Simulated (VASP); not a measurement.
Write the native input for VASP 6.6.1 that does the following.

```yaml
Task: single point
Functional: PBEsol
Potentials_or_basis: VASP PAW PBE potentials, release 64 (Co, Si)
Cutoff: 520 eV
k_mesh: 5 × 5 × 5
Occupations: fermi-dirac, width 0.05 eV
Spin: collinear spin, ferromagnetic start
Starting_moments: "[1.5, 1.5, 1.5, 1.5, 0.0, 0.0, 0.0, 0.0] μB"
Fixed_moment: 6 μB
Dipole_correction: no
Further_INCAR_settings: ALGO = Normal; EDIFF = 1e-06; NBANDS = 40
```

The structure of CoSi lies in POSCAR:

```
CoSi
1.0
    4.4380000000      0.0000000000      0.0000000000
    0.0000000000      4.4380000000      0.0000000000
    0.0000000000      0.0000000000      4.4380000000
Co Si
4 4
Direct
    0.8600000000      0.6400000000      0.3600000000
    0.6400000000      0.3600000000      0.8600000000
    0.3600000000      0.8600000000      0.6400000000
    0.1400000000      0.1400000000      0.1400000000
    0.1570000000      0.3430000000      0.6570000000
    0.3430000000      0.6570000000      0.1570000000
    0.6570000000      0.1570000000      0.3430000000
    0.8430000000      0.8430000000      0.8430000000
```

The input as run:

INCAR

```
ALGO     = Normal         # electronic algorithm
EDIFF    = 1E-6           # SCF threshold, eV
ENCUT    = 520            # plane-wave cutoff, eV
GGA      = PS             # functional
ISIF     = 2              # what is computed and relaxed
ISMEAR   = -1             # smearing method
ISPIN    = 2              # spin polarisation
LASPH    = True           # aspherical terms in the spheres
LCHARG   = False          # write CHGCAR
LMAXMIX  = 4              # l up to which the mixer works
LORBIT   = 11             # projections on sites
LREAL    = False          # projectors in reciprocal space
LWAVE    = False          # write WAVECAR
MAGMOM   = 1.5 1.5 1.5 1.5 0 0 0 0 # initial moments
NBANDS   = 40             # bands
NELM     = 150            # most SCF steps
NUPDOWN  = 6.0            # fixed moment
PREC     = Accurate       # precision mode
SIGMA    = 0.05           # smearing width, eV
```

KPOINTS

```
k-points
0
Gamma
  5 5 5
```

Potentials or basis: VASP PAW PBE potentials, release 64 (Co, Si).

The run is started by

```bash
$ cat potpaw_PBE.64/Co/POTCAR potpaw_PBE.64/Si/POTCAR > POTCAR
$ mpirun -np 1 vasp_std > vasp.out
```

Results of the run:

```
Pressure                                              : 8.3 GPa
Largest force                                         : 0.243 eV/Å
Net moment                                            : 6.00 μB per cell
Site moments                                          : Co +1.35; Si +0.07 μB
Valence electrons inside the program's atomic spheres : Co 8.56; Si 1.65
```

Caveat: the PAW data sets were made with another functional, which shifts forces and pressure a little; the total moment is fixed, so each spin has its own Fermi level.

Wall time 85 s on 1 thread of Intel(R) Xeon(R) Platinum 8488C (Sapphire Rapids) (shared host), peak memory 0.26 GiB.
